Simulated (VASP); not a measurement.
Write the native input for VASP 6.6.1 that does the following.

```
Task                   : single point
Functional             : PBE
Potentials or basis    : VASP PAW PBE potentials, release 64 (Ru_pv)
Cutoff                 : 520 eV
k mesh                 : 18 × 18 × 10
Occupations            : gaussian, width 0.1 eV
Spin                   : no spin polarisation
Dipole correction      : no
Further INCAR settings : ALGO = Normal; EDIFF = 1e-07; NBANDS = 21
```

The structure of Ru lies in POSCAR:

```
Ru
1.0
    2.7200250881      0.0000000000      0.0000000000
   -1.3600125440      2.3556108252      0.0000000000
    0.0000000000      0.0000000000      4.2967695010
Ru
2
Direct
    0.3333333333      0.6666666667      0.2500000000
    0.6666666667      0.3333333333      0.7500000000
```

One way to write it, as run:

INCAR

```
PREC = Accurate ; ENCUT = 520
EDIFF = 1E-7 ; ISMEAR = 0
SIGMA = 0.1 ; LREAL = False
LASPH = True ; NELM = 60
ALGO = Normal ; ISIF = 2
LWAVE = False ; LCHARG = False
GGA = PE ; NBANDS = 21
```

KPOINTS

```
regular mesh
0
Gamma
  18 18 10
```

Potentials or basis: VASP PAW PBE potentials, release 64 (Ru_pv).

The run is started by

```console
$ cat potpaw_PBE.64/Ru_pv/POTCAR > POTCAR
$ mpirun -np 1 vasp_std > vasp.out
```

Results of the run:

```yaml
Pressure: -0.1 GPa
Band_gap_on_the_k_mesh: zero (bands 14 and 15 overlap by 3.07 eV)
```

Wall time 2.4 min on 1 thread of Intel Xeon 8259CL, with other jobs on the host, peak memory 0.22 GiB.
